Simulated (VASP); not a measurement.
# CuO (Pm-3m) in VASP: a series of runs

The runs below take CuO through vibrations by perturbation theory, elastic constants, single point, with PBE, PBEsol, PBE+U.

All numbers are computed with VASP 6.6.1; they aren't measurements. Logs are shortened: lines on timing, memory, paths and dates and some standing lists are left out, and cuts for length are marked.

## 1. The cell of the first run

Symmetry: Pm-3m, No. 221, cubic system. The conventional cell has a = 2.553 Å, b = 2.553 Å, c = 2.553 Å, α = 90.00°, β = 90.00°, γ = 90.00°. Cu (site symmetry m-3m) has 8 O at 2.21 Å and 6 Cu at 2.55 Å within 2.9 Å. Within 2.9 Å of O (site symmetry m-3m) lie 8 Cu at 2.21 Å and 6 O at 2.55 Å.

## 2. Vibrations by perturbation theory, PBE

The input, INCAR:

```
  PREC = Accurate
  ENCUT = 520
  EDIFF = 1E-8
  ISMEAR = -1
  SIGMA = 0.05
  LREAL = False
  LASPH = True
  NELM = 80
  ALGO = Normal
  ISIF = 2
  LWAVE = False
  LCHARG = False
  GGA = PE
  IBRION = 8
  NSW = 1
```

The input, KPOINTS:

```
Automatic mesh
0
Gamma
  10 10 10
```

The input, POSCAR:

```
CuO
1.0
    2.5525506100      0.0000000000      0.0000000000
    0.0000000000      2.5525506100      0.0000000000
    0.0000000000      0.0000000000      2.5525506100
Cu O
1 1
Direct
    0.0000000000      0.0000000000      0.0000000000
    0.5000000000      0.5000000000      0.5000000000
```

Potentials or basis: VASP PAW PBE potentials, release 64 (Cu, O).

The run is started by

```console
cat potpaw_PBE.64/Cu/POTCAR potpaw_PBE.64/O/POTCAR > POTCAR
mpirun -np 1 vasp_std > vasp.out
```

OUTCAR:

```text
PREC = Accurate
   ENCUT = 520
   EDIFF = 1E-8
   ISMEAR = -1
   LREAL = False
   LASPH = True
   NELM = 80
   ISIF = 2
   GGA = PE
   IBRION = 8
   NSW = 1

 ion  position               nearest neighbor table
   1  0.000  0.000  0.000-   2 2.21   2 2.21   2 2.21   2 2.21   2 2.21   2 2.21   2 2.21   2 2.21

   2  0.500  0.500  0.500-   1 2.21   1 2.21   1 2.21   1 2.21   1 2.21   1 2.21   1 2.21   1 2.21

  LATTYP: Found a simple cubic cell.
 ALAT       =     2.5525506100

  Lattice vectors:

 A1 = (   2.5525506100,   0.0000000000,   0.0000000000)
 A2 = (   0.0000000000,   2.5525506100,   0.0000000000)
 A3 = (   0.0000000000,   0.0000000000,   2.5525506100)

Analysis of symmetry for initial positions (statically):
=====================================================================
 Subroutine PRICEL returns:
 Original cell was already a primitive cell.

 Routine SETGRP: Setting up the symmetry group for a
 simple cubic supercell.

 Subroutine GETGRP returns: Found 48 space group operations
 (whereof 48 operations were pure point group operations)
 out of a pool of 48 trial point group operations.

The static configuration has the point symmetry O_h .

Analysis of symmetry for dynamics (positions and initial velocities):
=====================================================================
 Subroutine PRICEL returns:
 Original cell was already a primitive cell.

 Routine SETGRP: Setting up the symmetry group for a
 simple cubic supercell.

 Subroutine GETGRP returns: Found 48 space group operations
 (whereof 48 operations were pure point group operations)
 out of a pool of 48 trial point group operations.

The dynamic configuration has the point symmetry O_h .

 Subroutine INISYM returns: Found 48 space group operations
 (whereof 48 operations are pure point group operations),
 and found     1 'primitive' translations

----------------------------------------------------------------------------------------

                                     Primitive cell

  volume of cell :      16.6312

  direct lattice vectors                    reciprocal lattice vectors
     2.552550610  0.000000000  0.000000000     0.391765004  0.000000000  0.000000000
     0.000000000  2.552550610  0.000000000     0.000000000  0.391765004  0.000000000
     0.000000000  0.000000000  2.552550610     0.000000000  0.000000000  0.391765004

  length of vectors
     2.552550610  2.552550610  2.552550610     0.391765004  0.391765004  0.391765004

  position of ions in fractional coordinates (direct lattice)
     0.000000000  0.000000000  0.000000000
     0.500000000  0.500000000  0.500000000

  ion indices of the primitive-cell ions
   primitive index   ion index
                 1           1
                 2           2

----------------------------------------------------------------------------------------

 KPOINTS: Automatic mesh

Automatic generation of k-mesh.
 Grid dimensions read from file:
 generate k-points for:   10   10   10

 Generating k-lattice:

  Cartesian coordinates                     Fractional coordinates (reciprocal lattice)
     0.039176500  0.000000000  0.000000000     0.100000000  0.000000000  0.000000000
     0.000000000  0.039176500  0.000000000     0.000000000  0.100000000  0.000000000
     0.000000000  0.000000000  0.039176500     0.000000000  0.000000000  0.100000000

  Length of vectors
     0.039176500  0.039176500  0.039176500

  Shift w.r.t. Gamma in fractional coordinates (k-lattice)
     0.000000000  0.000000000  0.000000000

 Subroutine IBZKPT returns following result:
 ===========================================

 Found     56 irreducible k-points:

 Following reciprocal coordinates:
            Coordinates               Weight
  0.000000  0.000000  0.000000      1.000000
  0.100000  0.000000  0.000000      6.000000
  0.200000  0.000000  0.000000      6.000000
  0.300000  0.000000  0.000000      6.000000
  0.400000  0.000000  0.000000      6.000000
  0.500000  0.000000  0.000000      3.000000
[... 16 lines left out ...]
  0.200000  0.100000  0.100000     24.000000
  0.300000  0.100000  0.100000     24.000000
 [... further k-points ...]
   k-points           NKPTS =     56   k-points in BZ     NKDIM =     56   number of bands    NBANDS=     12
   number of dos      NEDOS =    301   number of ions     NIONS =      2
   total plane-waves  NPLWV =   8000
   dimension x,y,z NGX =    20 NGY =   20 NGZ =   20
   dimension x,y,z NGXF=    40 NGYF=   40 NGZF=   40
   ions per type =               1   1
   NGX,Y,Z   is equivalent  to a cutoff of  13.03, 13.03, 13.03 a.u.
   NGXF,Y,Z  is equivalent  to a cutoff of  26.05, 26.05, 26.05 a.u.
 SYSTEM =  unknown system
   PREC   = accura    normal or accurate (medium, high low for compatibility)
[... 15 lines left out ...]
   ISYM   =      2    0-nonsym 1-usesym 2-fastsym
   POTIM  = 0.5000    time-step for ionic-motion
   TEBEG  =    0.0;   TEEND  =   0.0 temperature during run
   PSTRESS=    0.0 pullay stress
   NELECT =      17.0000    total number of electrons
   NUPDOWN=      -1.0000    fix difference up-down
   EMIN   =  10.00;   EMAX   =-10.00  energy-range for DOS
   EFERMI =   0.00;   METHOD = LEGACY
   ISMEAR =    -1;   SIGMA  =   0.05  broadening in eV -4-tet -1-fermi 0-gaus
   EFERMI_NEDOS =   21; number of points for ismear=-14 and -15
   IALGO  =     38    algorithm
   IMIX   =      4    mixing-type and parameters
     AMIX     =   0.40;   BMIX     =  1.00
     AMIX_MAG =   1.60;   BMIX_MAG =  1.00
  volume/ion in A,a.u.               =       8.32        56.12
  Fermi-wavevector in a.u.,A,eV,Ry     =   1.649112  3.116370 37.001994  2.719570
  Thomas-Fermi vector in A             =   2.738287
   LORBIT       =      0    0 simple, 1 ext, 2 COOP (PROOUT), +10 PAW based schemes
   GGA     = PE    functional components
   LHFCALC =     F    Hartree Fock is set to
   AEXX    =    0.0000 exact exchange contribution
   IVDW    =     0    specifies the selected vdW correction
   LEPSILON=     F    determine dielectric tensor
   LRPA    =     F    only Hartree local field effects (RPA)
 non-spin polarized calculation
  energy-cutoff  :      520.00
  volume of cell :       16.63
 maximum number of plane-waves:       468
 NGX is ok and might be reduce to    20
   NGX =  9   NGY =  9   NGZ =  9

--------------------------------------- Ionic step        1  -------------------------------------------

 number of electron      16.9999977 magnetization

 Free energy of the ion-electron system (eV)
  ---------------------------------------------------
  ext. energy  EPLUGINS =         0.00000000
  ---------------------------------------------------
  free energy    TOTEN  =        -8.51606607 eV

  energy without entropy =       -8.49340619  energy(sigma->0) =       -8.50473613

 E-fermi :   7.6973     XC(G=0): -13.3482

 val. band max:        7.6764834478   @ k =   0.5000   0.1000   0.0000
 cond. band min:       7.7069076279   @ k =   0.5000   0.4000   0.2000
 fundamental gap:      0.0304241801
 Fermi energy:         7.6973022878

 k-point     1 :       0.0000    0.0000    0.0000
  band No.  band energies     occupation
      1     -12.4325      2.00000
      2       4.0111      2.00000
      3       4.0111      2.00000
      4       5.5980      2.00000
      5       5.5980      2.00000
      6       5.5980      2.00000
      7       5.9538      2.00000
      8       5.9538      2.00000
      9       5.9538      2.00000
     10       8.9756      0.00000
     11      23.8722      0.00000
     12      23.8722      0.00000
[... 331 lines left out ...]
 k-point    24 :       0.3000    0.1000    0.1000
  band No.  band energies     occupation
      1     -11.3621      2.00000
      2       0.9886      2.00000
      3       3.7140      2.00000
      4       4.1404      2.00000
      5       4.5653      2.00000
      6       5.7534      2.00000
      7       5.9992      2.00000
      8       6.9112      2.00000
      9       7.5905      1.78872
     10      13.1349      0.00000
     11      19.7245      0.00000
     12      23.5782      0.00000

 [... further k-points ...]

------------------------ aborting loop because EDIFF is reached ----------------------------------------

  FORCE on cell =-STRESS in cart. coord.  units (eV):
  Direction    XX          YY          ZZ          XY          YZ          ZX
  --------------------------------------------------------------------------------------
  -------------------------------------------------------------------------------------
  Total        2.1851734      2.1851734      2.1851734      0.0000000      0.0000000      0.0000000
  in kB      210.5103251    210.5103251    210.5103251      0.0000000      0.0000000      0.0000000
  external PRESSURE =     210.5103251 kB  Pullay stress =       0.0000000 kB

 VOLUME and BASIS-vectors are now :
 -----------------------------------------------------------------------------
  energy-cutoff  :      520.00
  volume of cell :       16.63
      direct lattice vectors                 reciprocal lattice vectors
     2.552550610  0.000000000  0.000000000     0.391765004  0.000000000  0.000000000
     0.000000000  2.552550610  0.000000000     0.000000000  0.391765004  0.000000000
     0.000000000  0.000000000  2.552550610     0.000000000  0.000000000  0.391765004

 POSITION                                       TOTAL-FORCE (eV/Angst)
 -----------------------------------------------------------------------------------
      0.00000      0.00000      0.00000         0.000000      0.000000      0.000000
      1.27628      1.27628      1.27628         0.000000      0.000000      0.000000
 -----------------------------------------------------------------------------------
    total drift:                               -0.000000      0.000000      0.000000

  FREE ENERGIE OF THE ION-ELECTRON SYSTEM (eV)
  ---------------------------------------------------
  free  energy   TOTEN  =        -8.5160660656 eV

  energy  without entropy=       -8.4934061922  energy(sigma->0) =       -8.50473613

[... ionic steps 2 to 3 ...]

--------------------------------------- Ionic step        4  -------------------------------------------

------------------------ aborting loop because EDIFF is reached ----------------------------------------

[... ionic steps 5 to 6 ...]

--------------------------------------- Ionic step        7  -------------------------------------------

 Free energy of the ion-electron system (eV)
  ---------------------------------------------------
  ---------------------------------------------------
  free energy    TOTEN  =        -0.35325642 eV

  energy without entropy =       -0.35325642

------------------------ aborting loop because EDIFF is reached ----------------------------------------

 INTERNAL STRAIN TENSOR  FOR ION    2  DIRECTION 1   (eV/Angst):
 -----------------------------------------------------------------------------
    -0.13124 -0.00000  0.00000
     0.00000  0.04488 -0.00000
    -0.00000 -0.00000  0.04488

 INTERNAL STRAIN TENSOR FOR ION    2 for displacements in x,y,z  (eV/Angst):
          X           Y           Z          XY          YZ          ZX
  --------------------------------------------------------------------------------
  x     0.00000     0.00000     0.00000     0.00000     0.00000     0.00000
  y     0.00000     0.00000     0.00000     0.00000     0.00000     0.00000
  z     0.00000     0.00000     0.00000     0.00000     0.00000     0.00000

 SECOND DERIVATIVES (NOT SYMMETRIZED)
 ------------------------------------
               1X          1Y          1Z          2X          2Y          2Z
  1X    -2.704646   -0.000000    0.000000    2.704646    0.000000    0.000000
  1Y     0.000000   -2.704646   -0.000000    0.000000    2.704646    0.000000
  1Z    -0.000000    0.000000   -2.704646    0.000000    0.000000    2.704646
  2X     2.763615    0.000000    0.000000   -2.763615   -0.000000   -0.000000
  2Y     0.000000    2.763615    0.000000   -0.000000   -2.763615   -0.000000
  2Z     0.000000    0.000000    2.763615   -0.000000   -0.000000   -2.763615

 Eigenvectors and eigenvalues of the dynamical matrix
 ----------------------------------------------------

   1 f  =    7.253784 THz    45.576868 2PiTHz  241.960186 cm-1    29.999226 meV
             X         Y         Z           dx          dy          dz
      0.000000  0.000000  0.000000     0.000000    0.444645    0.000000
      1.276275  1.276275  1.276275    -0.000000   -0.895707    0.000000
[... 21 lines left out ...]
   6 f/i=    0.031155 THz     0.195752 2PiTHz    1.039216 cm-1     0.128846 meV
             X         Y         Z           dx          dy          dz
      0.000000  0.000000  0.000000     0.012201   -0.295604   -0.845435
      1.276275  1.276275  1.276275     0.006057   -0.146743   -0.419689

--------------------------------------------------------------------------------------------------------

 ELASTIC MODULI CONTR FROM IONIC RELAXATION (kBar)
 Direction    XX          YY          ZZ          XY          YZ          ZX
 --------------------------------------------------------------------------------
 XX           0.0000      0.0000      0.0000      0.0000      0.0000      0.0000
 YY           0.0000      0.0000      0.0000      0.0000      0.0000      0.0000
 ZZ           0.0000      0.0000      0.0000      0.0000      0.0000      0.0000
 XY           0.0000      0.0000      0.0000      0.0000      0.0000      0.0000
 YZ           0.0000      0.0000      0.0000      0.0000      0.0000      0.0000
 ZX           0.0000      0.0000      0.0000      0.0000      0.0000      0.0000
 --------------------------------------------------------------------------------
```

Wall time 82 s (1 thread of AMD EPYC 7R43 (Zen 3), shared host); peak memory 0.15 GiB.

Results:

| Property | Result |
| --- | --- |
| Highest phonon frequency at Γ, LO-TO splitting left out | 242 cm⁻¹ |

Phonon frequencies in cm⁻¹ (negative: imaginary):
```
              q point           frequencies
(0.000, 0.000, 0.000)  -1 -1 -1 242 242 242
```

Caveat: the cell wasn't relaxed at this level first, which shifts response properties.

[end of part 1 of 2]
